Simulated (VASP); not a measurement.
# KBr (I4/mmm) in VASP: a series of runs, part 2 of 2

VASP 6.6.1. The steps go on from the part before.

### Step 3. Single point, r2SCAN (strain -0.025 along x and y, +0.000 along z)

POSCAR reads:

```
KBr
1.0
    0.0000000000      3.2101875000      3.2925000000
    3.2101875000      0.0000000000      3.2925000000
    3.2101875000      3.2101875000      0.0000000000
K Br
1 1
Direct
    0.0000000000      0.0000000000      0.0000000000
    0.5000000000      0.5000000000      0.5000000000
```

INCAR.step1 reads:

```
SYSTEM = KBr
  ALGO = Normal
  EDIFF = 1E-4
  ENCUT = 520
  GGA = PE
  ISMEAR = 0
  LASPH = .TRUE.
  LCHARG = .FALSE.
  LREAL = .FALSE.
  LWAVE = .TRUE.
  NBANDS = 15
  NELM = 80
  PREC = Accurate
  SIGMA = 0.05
```

INCAR.step2 reads:

```
SYSTEM = KBr
  ALGO = Normal
  EDIFF = 1E-7
  ENCUT = 520
  ISIF = 2
  ISMEAR = 0
  ISTART = 1
  LASPH = .TRUE.
  LCHARG = .FALSE.
  LMIXTAU = .TRUE.
  LREAL = .FALSE.
  LWAVE = .FALSE.
  METAGGA = R2SCAN
  NBANDS = 15
  NELM = 80
  PREC = Accurate
  SIGMA = 0.05
```

KPOINTS reads:

```
k-points
0
G
  6 6 6
  0 0 0
```

Potentials or basis: VASP PAW PBE potentials, release 64 (K_sv, Br).

Started as:

```sh
cat potpaw_PBE.64/K_sv/POTCAR potpaw_PBE.64/Br/POTCAR > POTCAR
cp INCAR.step1 INCAR
mpirun -np 1 vasp_std > vasp.out
cp INCAR.step2 INCAR
mpirun -np 1 vasp_std > vasp.out
```

OUTCAR:

```text
SYSTEM = KBr
   EDIFF = 1E-7
   ENCUT = 520
   ISIF = 2
   ISMEAR = 0
   ISTART = 1
   LASPH = .TRUE.
   LREAL = .FALSE.
   METAGGA = R2SCAN
   NELM = 80
   PREC = Accurate

 ion  position               nearest neighbor table
   1  0.000  0.000  0.000-   2 3.21   2 3.21   2 3.21   2 3.21   2 3.29   2 3.29
   2  0.500  0.500  0.500-   1 3.21   1 3.21   1 3.21   1 3.21   1 3.29   1 3.29

  LATTYP: Found a body centered tetragonal cell.
 ALAT       =     4.5398907003
 C/A-ratio  =     1.4504754486

  Lattice vectors:

 A1 = (  -3.2101875000,   0.0000000000,   3.2925000000)
 A2 = (   3.2101875000,   0.0000000000,   3.2925000000)
 A3 = (   0.0000000000,   3.2101875000,  -3.2925000000)

Analysis of symmetry for initial positions (statically):
=====================================================================
 Subroutine PRICEL returns:
 Original cell was already a primitive cell.

 Routine SETGRP: Setting up the symmetry group for a
 body centered tetragonal supercell.

 Subroutine GETGRP returns: Found 16 space group operations
 (whereof 16 operations were pure point group operations)
 out of a pool of 16 trial point group operations.

The static configuration has the point symmetry D_4h.

Analysis of symmetry for dynamics (positions and initial velocities):
=====================================================================
 Subroutine PRICEL returns:
 Original cell was already a primitive cell.

 Routine SETGRP: Setting up the symmetry group for a
 body centered tetragonal supercell.

 Subroutine GETGRP returns: Found 16 space group operations
 (whereof 16 operations were pure point group operations)
 out of a pool of 16 trial point group operations.

The dynamic configuration has the point symmetry D_4h.

 Subroutine INISYM returns: Found 16 space group operations
 (whereof 16 operations are pure point group operations),
 and found     1 'primitive' translations

[... 124 lines left out ...]
   LRPA    =     F    only Hartree local field effects (RPA)
 non-spin polarized calculation
 Gauss-broadening in eV      SIGMA  =   0.05
  energy-cutoff  :      520.00
  volume of cell :       67.86
 maximum number of plane-waves:      1856
 NGX is ok and might be reduce to    36
   NGX = 17   NGY = 17   NGZ = 17

 number of electron      16.0000002 magnetization

 Free energy of the ion-electron system (eV)
  ---------------------------------------------------
  ext. energy  EPLUGINS =         0.00000000
  ---------------------------------------------------
  free energy    TOTEN  =       -23.22937670 eV

  energy without entropy =      -23.22937670  energy(sigma->0) =      -23.22937670

 E-fermi :  -1.5766     XC(G=0):  -7.9994

 val. band max:       -1.9041374947   @ k =   0.0000   0.0000   0.0000
 cond. band min:       3.3360241015   @ k =   0.0000   0.0000   0.0000
 fundamental gap:      5.2401615961
 Fermi energy:        -1.5765626840

 k-point     1 :       0.0000    0.0000    0.0000
  band No.  band energies     occupation
      1     -30.6747      2.00000
      2     -14.7166      2.00000
      3     -13.3867      2.00000
      4     -13.3864      2.00000
      5     -13.3864      2.00000
      6      -1.9254      2.00000
      7      -1.9041      2.00000
      8      -1.9041      2.00000
      9       3.3360      0.00000
     10       6.2163      0.00000
     11       6.3806      0.00000
     12       6.3806      0.00000
     13       7.2847      0.00000
     14       7.4055      0.00000
[... 401 lines left out ...]
      2     -14.6884      2.00000
      3     -13.4587      2.00000
      4     -13.4227      2.00000
      5     -13.3486      2.00000
      6      -2.7829      2.00000
      7      -2.3833      2.00000
      8      -2.2485      2.00000
      9       4.8370      0.00000
     10       6.5412      0.00000
     11       7.9686      0.00000
     12       8.6111      0.00000
     13       8.9719      0.00000
     14       9.5004      0.00000
     15      10.1471      0.00000

 [... further k-points ...]

------------------------ aborting loop because EDIFF is reached ----------------------------------------

  FORCE on cell =-STRESS in cart. coord.  units (eV):
  Direction    XX          YY          ZZ          XY          YZ          ZX
  --------------------------------------------------------------------------------------
  -------------------------------------------------------------------------------------
  Total        0.6623018      0.6623018      0.1792784      0.0000000      0.0000000      0.0000000
  in kB       15.6368750     15.6368750      4.2327430      0.0000000      0.0000000      0.0000000
  external PRESSURE =      11.8354976 kB  Pullay stress =       0.0000000 kB

 VOLUME and BASIS-vectors are now :
 -----------------------------------------------------------------------------
  energy-cutoff  :      520.00
  volume of cell :       67.86
      direct lattice vectors                 reciprocal lattice vectors
     0.000000000  3.210187500  3.292500000    -0.155754142  0.155754142  0.151860289
     3.210187500  0.000000000  3.292500000     0.155754142 -0.155754142  0.151860289
     3.210187500  3.210187500  0.000000000     0.155754142  0.155754142 -0.151860289

 POSITION                                       TOTAL-FORCE (eV/Angst)
 -----------------------------------------------------------------------------------
      0.00000      0.00000      0.00000        -0.000000     -0.000000      0.000000
      3.21019      3.21019      3.29250         0.000000      0.000000     -0.000000
 -----------------------------------------------------------------------------------
    total drift:                                0.000000      0.000000      0.000000

  FREE ENERGIE OF THE ION-ELECTRON SYSTEM (eV)
  ---------------------------------------------------
  free  energy   TOTEN  =       -23.2293766990 eV

  energy  without entropy=      -23.2293766990  energy(sigma->0) =      -23.22937670
```

OSZICAR.step1:

```text
N       E                     dE             d eps       ncg     rms          rms(c)
DAV:   1     0.999107245684E+02    0.99911E+02   -0.68478E+03   900   0.937E+02
DAV:   2    -0.400772925422E+00   -0.10031E+03   -0.92069E+02  1159   0.230E+02
DAV:   3    -0.614734835577E+01   -0.57466E+01   -0.57165E+01  1237   0.490E+01
DAV:   4    -0.633929691007E+01   -0.19195E+00   -0.19189E+00  1340   0.787E+00
DAV:   5    -0.634058689080E+01   -0.12900E-02   -0.12900E-02  1223   0.719E-01    0.348E+00
DAV:   6    -0.617926344673E+01    0.16132E+00   -0.20527E-01  1103   0.224E+00    0.255E+00
DAV:   7    -0.616948252860E+01    0.97809E-02   -0.10581E-01  1215   0.179E+00    0.109E+00
DAV:   8    -0.617757519356E+01   -0.80927E-02   -0.11610E-02   992   0.792E-01    0.113E-01
DAV:   9    -0.617832212604E+01   -0.74693E-03   -0.65644E-04  1229   0.159E-01    0.748E-02
DAV:  10    -0.617859436446E+01   -0.27224E-03   -0.25864E-04   927   0.933E-02    0.106E-02
DAV:  11    -0.617861115377E+01   -0.16789E-04   -0.19477E-05   891   0.291E-02
   1 F= -.61786112E+01 E0= -.61786112E+01  d E =-.298658E-18
```

Run time: 71 s. Hardware: 1 thread of Intel Xeon 6975P-C (Granite Rapids), shared host; peak memory 0.22 GiB.

Results:

```yaml
Free_energy: -23.2294 eV
Pressure: 1.2 GPa
Band_gap_on_the_k_mesh: 5.24 eV, direct
```

Stress tensor (GPa, compression positive):
```
1.56 0.00 0.00
0.00 1.56 0.00
0.00 0.00 0.42
```

Levels at points of the mesh, in eV from the valence-band top:
```
           k point  band 5  band 6  band 7  band 8  band 9  band 10  band 11  band 12
(0.00, 0.00, 0.00)  -11.48   -0.02    0.00    0.00    5.24     8.12     8.28     8.28
(0.50, 0.00, 0.00)  -11.19   -1.29   -0.39   -0.38    7.25     9.07    10.68    10.68
(0.50, 0.50, 0.00)  -11.52   -0.92   -0.29   -0.29    6.31     8.24    10.25    10.38
(0.50, 0.00, 0.50)  -11.52   -0.88   -0.33   -0.33    6.27     8.25    10.31    10.51
```

Caveat: the cell differs from its parent crystal (strain -0.025 along x and y, +0.000 along z); the PAW data sets were made with another functional, which shifts forces and pressure a little.

### Step 4. Single point, r2SCAN (strain +0.000 along x and y, +0.050 along z)

POSCAR reads:

```
KBr
1.0
    0.0000000000      3.2925000000      3.4571250000
    3.2925000000      0.0000000000      3.4571250000
    3.2925000000      3.2925000000      0.0000000000
K Br
1 1
Direct
    0.0000000000      0.0000000000      0.0000000000
    0.5000000000      0.5000000000      0.5000000000
```

INCAR.step1 reads:

```
SYSTEM = KBr
  PREC = Accurate
  ENCUT = 520
  ISMEAR = 0
  SIGMA = 0.05
  LREAL = .FALSE.
  LASPH = .TRUE.
  NELM = 60
  NBANDS = 15
  GGA = PE
  ALGO = Normal
  EDIFF = 1E-4
  LWAVE = .TRUE.
  LCHARG = .FALSE.
```

INCAR.step2 reads:

```
SYSTEM = KBr
  PREC = Accurate
  ENCUT = 520
  EDIFF = 1E-7
  ISMEAR = 0
  SIGMA = 0.05
  LREAL = .FALSE.
  LASPH = .TRUE.
  NELM = 60
  ALGO = Normal
  ISIF = 2
  LWAVE = .FALSE.
  LCHARG = .FALSE.
  METAGGA = R2SCAN
  LMIXTAU = .TRUE.
  NBANDS = 15
  ISTART = 1
```

KPOINTS reads:

```
regular mesh
0
G
  6 6 6
  0 0 0
```

Started as:

```sh
cat potpaw_PBE.64/K_sv/POTCAR potpaw_PBE.64/Br/POTCAR > POTCAR
cp INCAR.step1 INCAR
mpirun -np 1 vasp_std > vasp.out
cp INCAR.step2 INCAR
mpirun -np 1 vasp_std > vasp.out
```

Wall time 80 s (1 thread of Intel Xeon 6975P-C (Granite Rapids), shared host); peak memory 0.23 GiB.

The run converged. Its results:

| Property | Result |
| --- | --- |
| Free energy | -23.2344 eV |
| Pressure | -0.5 GPa |
| Band gap on the k mesh | 4.95 eV, direct |

Stress tensor (GPa, compression positive):
```
-0.04  0.00  0.00
 0.00 -0.04  0.00
 0.00  0.00 -1.28
```

Levels at points of the mesh, in eV from the valence-band top:
```tsv
k point	band 4	band 5	band 6	band 7	band 8	band 9	band 10	band 11	band 12	band 13
(0.00, 0.00, 0.00)	-11.68	-11.68	-0.02	0.00	0.00	4.95	8.04	8.33	8.33	9.08
(0.50, 0.00, 0.00)	-11.68	-11.44	-1.10	-0.31	-0.30	7.03	8.70	10.42	10.43	10.49
(0.50, 0.50, 0.00)	-11.70	-11.70	-0.82	-0.24	-0.24	6.45	7.85	9.71	10.07	10.41
(0.50, 0.00, 0.50)	-11.71	-11.71	-0.77	-0.32	-0.28	6.38	7.88	9.97	10.17	10.44
```

Caveat: the cell differs from its parent crystal (strain +0.000 along x and y, +0.050 along z); the PAW data sets were made with another functional, which shifts forces and pressure a little.

### Step 5. Summary

```tsv
cell	gap on the mesh (eV)	pressure (GPa)
a = 4.482, b = 4.482, c = 4.540 Å, angles 59.6, 59.6, 60.9°, 2 atoms	5.39	2.5
a = 4.598, b = 4.598, c = 4.540 Å, angles 60.4, 60.4, 59.2°, 2 atoms	5.24	1.2
a = 4.774, b = 4.774, c = 4.656 Å, angles 60.8, 60.8, 58.4°, 2 atoms	4.95	-0.5
```

Alike in all rows: task single point; level r2SCAN; potentials or basis VASP PAW PBE potentials, release 64 (K_sv, Br); no spin polarisation; k mesh 6 × 6 × 6; cutoff (eV) 520; smearing gaussian 0.05 eV.

Caveats: the PAW data sets were made with another functional, which shifts forces and pressure a little.

Absolute energies hang on the potentials; compare differences alone.
